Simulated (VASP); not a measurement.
# SiO2 (P4_2/mnm) in VASP: further runs

SiO2 is run at these levels: PBE, r2SCAN; tasks: single point.

Everything below comes from runs of VASP 6.6.1. Logs are shortened: lines on timing, memory, paths and dates and some standing lists are left out, and cuts for length are marked.

**1. The cell of the first run**

Symmetry: P4_2/mnm, No. 136, tetragonal system. Conventional cell: a = 4.311 Å, b = 4.311 Å, c = 2.749 Å, α = 90.00°, β = 90.00°, γ = 90.00°. Si (site symmetry mmm) has 6 O at 1.80 to 1.89 Å within 2.4 Å. O (site symmetry m2m) has 3 Si at 1.80 to 1.89 Å and 1 O at 2.32 Å within 2.4 Å.

**2. Single point, PBE (strain +3.0%)**

File INCAR:

```
PREC     = Accurate       # precision mode
ENCUT    = 520            # plane-wave cutoff, eV
EDIFF    = 1E-7           # SCF threshold, eV
ISMEAR   = -1             # smearing method
SIGMA    = 0.02           # smearing width, eV
LREAL    = F              # projectors in reciprocal space
LASPH    = T              # aspherical terms in the spheres
NELM     = 100            # most SCF steps
ALGO     = Normal         # electronic algorithm
ISIF     = 2              # what is computed and relaxed
LWAVE    = F              # write WAVECAR
LCHARG   = F              # write CHGCAR
GGA      = PE             # functional
NBANDS   = 25             # bands
```

File KPOINTS:

```
Automatic mesh
0
Gamma
  6 6 10
```

File POSCAR:

```
SiO2
1.0
    4.3107444626      0.0000000000      0.0000000000
    0.0000000000      4.3107444626      0.0000000000
    0.0000000000      0.0000000000      2.7489050877
Si O
2 4
Direct
    0.0000000000      0.0000000000      0.0000000000
    0.5000000000      0.5000000000      0.5000000000
    0.3095729617      0.3095729617      0.0000000000
    0.1904270383      0.8095729617      0.5000000000
    0.8095729617      0.1904270383      0.5000000000
    0.6904270383      0.6904270383      0.0000000000
```

Potentials or basis: VASP PAW PBE potentials, release 64 (Si, O).

The run is started by

```sh
$ cat potpaw_PBE.64/Si/POTCAR potpaw_PBE.64/O/POTCAR > POTCAR
$ mpirun -np 1 vasp_std > vasp.out
```

OUTCAR:

```text
PREC = Accurate
   ENCUT = 520
   EDIFF = 1E-7
   ISMEAR = -1
   LREAL = F
   LASPH = T
   NELM = 100
   ISIF = 2
   GGA = PE

 ion  position               nearest neighbor table
   1  0.000  0.000  0.000-   4 1.80   5 1.80   4 1.80   5 1.80   3 1.89   6 1.89
   2  0.500  0.500  0.500-   3 1.80   6 1.80   3 1.80   6 1.80   5 1.89   4 1.89
   3  0.310  0.310  0.000-   2 1.80   2 1.80   1 1.89
   4  0.190  0.810  0.500-   1 1.80   1 1.80   2 1.89
   5  0.810  0.190  0.500-   1 1.80   1 1.80   2 1.89
   6  0.690  0.690  0.000-   2 1.80   2 1.80   1 1.89

  LATTYP: Found a simple tetragonal cell.
 ALAT       =     4.3107444626
 C/A-ratio  =     0.6376868570

  Lattice vectors:

 A1 = (   4.3107444626,   0.0000000000,   0.0000000000)
 A2 = (   0.0000000000,   4.3107444626,   0.0000000000)
 A3 = (   0.0000000000,   0.0000000000,   2.7489050877)

Analysis of symmetry for initial positions (statically):
=====================================================================
 Subroutine PRICEL returns:
 Original cell was already a primitive cell.

 Routine SETGRP: Setting up the symmetry group for a
 simple tetragonal supercell.

 Subroutine GETGRP returns: Found 16 space group operations
 (whereof  8 operations were pure point group operations)
 out of a pool of 16 trial point group operations.

The static configuration has the point symmetry D_2h.
 The point group associated with its full space group is D_4h.

Analysis of symmetry for dynamics (positions and initial velocities):
=====================================================================
 Subroutine PRICEL returns:
 Original cell was already a primitive cell.

 Routine SETGRP: Setting up the symmetry group for a
 simple tetragonal supercell.

 Subroutine GETGRP returns: Found 16 space group operations
 (whereof  8 operations were pure point group operations)
 out of a pool of 16 trial point group operations.

The dynamic configuration has the point symmetry D_2h.
 The point group associated with its full space group is D_4h.

 Subroutine INISYM returns: Found 16 space group operations
 (whereof  8 operations are pure point group operations),
 and found     1 'primitive' translations

----------------------------------------------------------------------------------------

                                     Primitive cell

  volume of cell :      51.0816

  direct lattice vectors                    reciprocal lattice vectors
     4.310744463  0.000000000  0.000000000     0.231978492  0.000000000  0.000000000
     0.000000000  4.310744463  0.000000000     0.000000000  0.231978492  0.000000000
     0.000000000  0.000000000  2.748905088     0.000000000  0.000000000  0.363781203

  length of vectors
     4.310744463  4.310744463  2.748905088     0.231978492  0.231978492  0.363781203

  position of ions in fractional coordinates (direct lattice)
     0.000000000  0.000000000  0.000000000
     0.500000000  0.500000000  0.500000000
     0.309572962  0.309572962  0.000000000
     0.190427038  0.809572962  0.500000000
     0.809572962  0.190427038  0.500000000
     0.690427038  0.690427038  0.000000000

  ion indices of the primitive-cell ions
   primitive index   ion index
                 1           1
                 2           2
                 3           3
                 4           4
                 5           5
                 6           6

----------------------------------------------------------------------------------------

 KPOINTS: Automatic mesh

Automatic generation of k-mesh.
 Grid dimensions read from file:
 generate k-points for:    6    6   10

 Generating k-lattice:

  Cartesian coordinates                     Fractional coordinates (reciprocal lattice)
     0.038663082  0.000000000  0.000000000     0.166666667  0.000000000  0.000000000
     0.000000000  0.038663082  0.000000000     0.000000000  0.166666667  0.000000000
     0.000000000  0.000000000  0.036378120     0.000000000  0.000000000  0.100000000

  Length of vectors
     0.038663082  0.038663082  0.036378120

  Shift w.r.t. Gamma in fractional coordinates (k-lattice)
     0.000000000  0.000000000  0.000000000

 Subroutine IBZKPT returns following result:
 ===========================================

 Found     60 irreducible k-points:

 Following reciprocal coordinates:
            Coordinates               Weight
  0.000000  0.000000  0.000000      1.000000
  0.166667  0.000000  0.000000      4.000000
  0.333333  0.000000  0.000000      4.000000
  0.500000  0.000000  0.000000      2.000000
  0.166667  0.166667  0.000000      4.000000
  0.333333  0.166667  0.000000      8.000000
[... 16 lines left out ...]
  0.333333  0.000000  0.200000      8.000000
  0.500000  0.000000  0.200000      4.000000
 [... further k-points ...]
   k-points           NKPTS =     60   k-points in BZ     NKDIM =     60   number of bands    NBANDS=     25
   number of dos      NEDOS =    301   number of ions     NIONS =      6
   total plane-waves  NPLWV =  20480
   dimension x,y,z NGX =    32 NGY =   32 NGZ =   20
   dimension x,y,z NGXF=    64 NGYF=   64 NGZF=   40
   ions per type =               2   4
   NGX,Y,Z   is equivalent  to a cutoff of  12.34, 12.34, 12.10 a.u.
   NGXF,Y,Z  is equivalent  to a cutoff of  24.68, 24.68, 24.19 a.u.
 SYSTEM =  unknown system
   PREC   = accura    normal or accurate (medium, high low for compatibility)
   ISTART =      0    job   : 0-new  1-cont  2-samecut
   ICHARG =      2    charge: 1-file 2-atom 10-const
   ISPIN  =      1    spin polarized calculation?
   LNONCOLLINEAR =      F non collinear calculations
   LSORBIT =      F    spin-orbit coupling
   LASPH  =      T    aspherical Exc in radial PAW
   ENCUT  =  520.0 eV  38.22 Ry    6.18 a.u.   8.02  8.02  5.11*2*pi/ulx,y,z
   NELM   =    100;   NELMIN=  2; NELMDL= -5     # of ELM steps
   EDIFF  = 0.1E-06   stopping-criterion for ELM
   LREAL  =      F    real-space projection
   EDIFFG = 0.1E-05   stopping-criterion for IOM
   NSW    =      0    number of steps for IOM
   IBRION =     -1    ionic relax: 0-MD 1-quasi-New 2-CG
   NFREE  =      0    steps in history (QN), initial steepest desc. (CG)
   ISIF   =      2    stress and relaxation
   ISYM   =      2    0-nonsym 1-usesym 2-fastsym
   POTIM  = 0.5000    time-step for ionic-motion
   TEBEG  =    0.0;   TEEND  =   0.0 temperature during run
   PSTRESS=    0.0 pullay stress
   NELECT =      32.0000    total number of electrons
   NUPDOWN=      -1.0000    fix difference up-down
   EMIN   =  10.00;   EMAX   =-10.00  energy-range for DOS
   EFERMI =   0.00;   METHOD = LEGACY
   ISMEAR =    -1;   SIGMA  =   0.02  broadening in eV -4-tet -1-fermi 0-gaus
   EFERMI_NEDOS =   21; number of points for ismear=-14 and -15
   IALGO  =     38    algorithm
   IMIX   =      4    mixing-type and parameters
     AMIX     =   0.40;   BMIX     =  1.00
     AMIX_MAG =   1.60;   BMIX_MAG =  1.00
  volume/ion in A,a.u.               =       8.51        57.45
  Fermi-wavevector in a.u.,A,eV,Ry     =   1.400780  2.647091 26.697158  1.962186
  Thomas-Fermi vector in A             =   2.523707
   LORBIT       =      0    0 simple, 1 ext, 2 COOP (PROOUT), +10 PAW based schemes
   GGA     = PE    functional components
   LHFCALC =     F    Hartree Fock is set to
   AEXX    =    0.0000 exact exchange contribution
   IVDW    =     0    specifies the selected vdW correction
   LEPSILON=     F    determine dielectric tensor
   LRPA    =     F    only Hartree local field effects (RPA)
 non-spin polarized calculation
  energy-cutoff  :      520.00
  volume of cell :       51.08
 maximum number of plane-waves:      1416
   NGX = 17   NGY = 17   NGZ = 11

 number of electron      31.9999991 magnetization

 Free energy of the ion-electron system (eV)
  ---------------------------------------------------
  ext. energy  EPLUGINS =         0.00000000
  ---------------------------------------------------
  free energy    TOTEN  =       -46.19062942 eV

  energy without entropy =      -46.19062942  energy(sigma->0) =      -46.19062942

 E-fermi :   7.4391     XC(G=0): -11.7871

 val. band max:        6.9674563821   @ k =   0.0000   0.0000   0.0000
 cond. band min:      11.1280404557   @ k =   0.0000   0.0000   0.0000
 fundamental gap:      4.1605840736
 Fermi energy:         7.4390979270

 k-point     1 :       0.0000    0.0000    0.0000
  band No.  band energies     occupation
      1     -14.6836      2.00000
      2     -11.4393      2.00000
      3     -11.4393      2.00000
      4     -11.4324      2.00000
      5      -3.1433      2.00000
      6       1.1366      2.00000
[... 17 lines left out ...]
     24      19.8099      0.00000
     25      21.7990      0.00000

 k-point     2 :       0.1667    0.0000    0.0000
  band No.  band energies     occupation
      1     -14.5548      2.00000
      2     -12.0908      2.00000
      3     -11.3803      2.00000
      4     -11.0351      2.00000
      5      -2.9540      2.00000
      6       0.3873      2.00000
[... 17 lines left out ...]
     24      19.4184      0.00000
     25      21.6610      0.00000

 k-point     3 :       0.3333    0.0000    0.0000
  band No.  band energies     occupation
      1     -14.1791      2.00000
      2     -12.8590      2.00000
      3     -11.2245      2.00000
      4     -10.9298      2.00000
      5      -2.4336      2.00000
      6      -0.6903      2.00000
[... 17 lines left out ...]
     24      20.0740      0.00000
     25      21.0280      0.00000

 k-point     4 :       0.5000    0.0000    0.0000
  band No.  band energies     occupation
      1     -13.5915      2.00000
      2     -13.5915      2.00000
      3     -11.0374      2.00000
      4     -11.0374      2.00000
      5      -1.6603      2.00000
      6      -1.6603      2.00000
[... 17 lines left out ...]
     24      19.8169      0.00000
     25      21.1433      0.00000
[... 477 lines left out ...]
 k-point    22 :       0.1667    0.0000    0.2000
  band No.  band energies     occupation
      1     -14.0953      2.00000
      2     -11.8691      2.00000
      3     -11.1761      2.00000
      4     -10.9702      2.00000
      5      -2.7880      2.00000
      6       0.4959      2.00000
[... 17 lines left out ...]
     24      20.2044      0.00000
     25      20.3584      0.00000

 k-point    23 :       0.3333    0.0000    0.2000
  band No.  band energies     occupation
      1     -13.7443      2.00000
      2     -12.5391      2.00000
      3     -11.0629      2.00000
      4     -10.8734      2.00000
      5      -2.1549      2.00000
      6      -0.3588      2.00000
[... 17 lines left out ...]
     24      19.4585      0.00000
     25      20.7290      0.00000

 k-point    24 :       0.5000    0.0000    0.2000
  band No.  band energies     occupation
      1     -13.2015      2.00000
      2     -13.2015      2.00000
      3     -10.9346      2.00000
      4     -10.9346      2.00000
      5      -1.2999      2.00000
      6      -1.2999      2.00000
[... 17 lines left out ...]
     24      19.0893      0.00000
     25      20.5487      0.00000

 [... further k-points ...]
[... 5 lines left out ...]
  --------------------------------------------------------------------------------------
  -------------------------------------------------------------------------------------
  Total       -3.5784741     -3.5784741     -5.9572031      0.0000000      0.0000000      0.0000000
  in kB     -112.2390960   -112.2390960   -186.8480995      0.0000000      0.0000000      0.0000000
  external PRESSURE =    -137.1087638 kB  Pullay stress =       0.0000000 kB

 VOLUME and BASIS-vectors are now :
 -----------------------------------------------------------------------------
  energy-cutoff  :      520.00
  volume of cell :       51.08
      direct lattice vectors                 reciprocal lattice vectors
     4.310744463  0.000000000  0.000000000     0.231978492  0.000000000  0.000000000
     0.000000000  4.310744463  0.000000000     0.000000000  0.231978492  0.000000000
     0.000000000  0.000000000  2.748905088     0.000000000  0.000000000  0.363781203

 POSITION                                       TOTAL-FORCE (eV/Angst)
 -----------------------------------------------------------------------------------
      0.00000      0.00000      0.00000        -0.000000      0.000000      0.000000
      2.15537      2.15537      1.37445        -0.000000      0.000000      0.000000
      1.33449      1.33449      0.00000        -0.071910     -0.071910     -0.000000
      0.82088      3.48986      1.37445         0.071910     -0.071910     -0.000000
      3.48986      0.82088      1.37445        -0.071910      0.071910      0.000000
      2.97625      2.97625      0.00000         0.071910      0.071910      0.000000
 -----------------------------------------------------------------------------------
    total drift:                                0.000000     -0.000000      0.000000

  FREE ENERGIE OF THE ION-ELECTRON SYSTEM (eV)
  ---------------------------------------------------
  free  energy   TOTEN  =       -46.1906294232 eV

  energy  without entropy=      -46.1906294232  energy(sigma->0) =      -46.19062942
```

Run time: 32 s. Hardware: 1 thread of Intel Xeon Platinum 8488C (Sapphire Rapids), shared host; peak memory 0.18 GiB.

What came out:

| Property | Result |
| --- | --- |
| Free energy | -46.1906 eV |
| Pressure | -13.7 GPa |
| Largest force | 0.102 eV/Å |
| Band gap on the k mesh | 4.16 eV |

Forces on the atoms (eV/Å):
```
Si   0.000  0.000  0.000
Si   0.000  0.000  0.000
O   -0.072 -0.072  0.000
O    0.072 -0.072  0.000
O   -0.072  0.072  0.000
O    0.072  0.072  0.000
```

Stress tensor (GPa, compression positive):
```
-11.22   0.00   0.00
  0.00 -11.22   0.00
  0.00   0.00 -18.68
```

Caveat: the cell differs from its parent crystal (strain +3.0%); the cell stands under tension.

(Continued in part 2 of 2.)
